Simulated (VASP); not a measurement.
Set up this calculation in VASP 6.6.1, as the native input.

```
Task                   : relaxation of cell and atoms
Functional             : PBE
Potentials or basis    : VASP PAW PBE potentials, release 64 (Zr_sv, Se, Br)
Cutoff                 : 600 eV
k mesh                 : 15 × 15 × 4
Occupations            : gaussian, width 0.1 eV
Spin                   : no spin polarisation
Dipole correction      : no
Further INCAR settings : ALGO = Normal; EDIFF = 1e-07; IBRION = 2; EDIFFG = -0.01; NSW = 100; ISIF = 3
```

The structure of ZrSeBr2 lies in POSCAR:

```
ZrSeBr2
1.0
    3.4610298795      0.0000000000      0.0000000000
   -1.7305149398      2.9973397989      0.0000000000
    0.0000000000      0.0000000000     13.6703845112
Zr Se Br
1 1 2
Direct
    0.0000000000      0.0000000000      0.5000000000
    0.0000000000      0.0000000000      0.0000000000
    0.0000000000      0.0000000000      0.6805776863
    0.0000000000      0.0000000000      0.3194223137
```

One way to write it, as run:

INCAR

```
PREC = Accurate
ENCUT = 600
EDIFF = 1E-7
ISMEAR = 0
SIGMA = 0.1
LREAL = False
LASPH = True
NELM = 100
ALGO = Normal
ISIF = 3
LWAVE = False
LCHARG = False
GGA = PE
IBRION = 2
NSW = 100
EDIFFG = -0.01
```

KPOINTS

```
regular mesh
0
Gamma
  15 15 4
```

Potentials or basis: VASP PAW PBE potentials, release 64 (Zr_sv, Se, Br).

Launch:

```bash
$ cat potpaw_PBE.64/Zr_sv/POTCAR potpaw_PBE.64/Se/POTCAR potpaw_PBE.64/Br/POTCAR > POTCAR
$ mpirun -np 1 vasp_std > vasp.out
```

Results of the run:

| Item | Value |
| --- | --- |
| Relaxed volume | 35.51 Å³/atom |
| Relaxed cell | a = 3.462 Å, b = 3.462 Å, c = 13.686 Å, α = 90.00°, β = 90.00°, γ = 120.00° |
| Space group after relaxing (to 0.05 Å) | P6/mmm (No. 191) |
| Energy gained by relaxing | 0.0 meV/atom |
| Ionic steps | 3 |
| Pressure after relaxing | 0.0 GPa |
| Largest force after relaxing | 0.009 eV/Å |
| Band gap on the k mesh | zero (band 16 reaches 1.83 eV, above the bottom of band 17 at 0.76 eV) |

Caveat: this functional lacks dispersion, which binds the layers, so the pressure and a relaxed spacing across them are unreliable.

Run time: 4.7 min on 1 thread of Intel(R) Xeon(R) 6975P-C (Granite Rapids), on a shared host, peak memory 0.54 GiB.
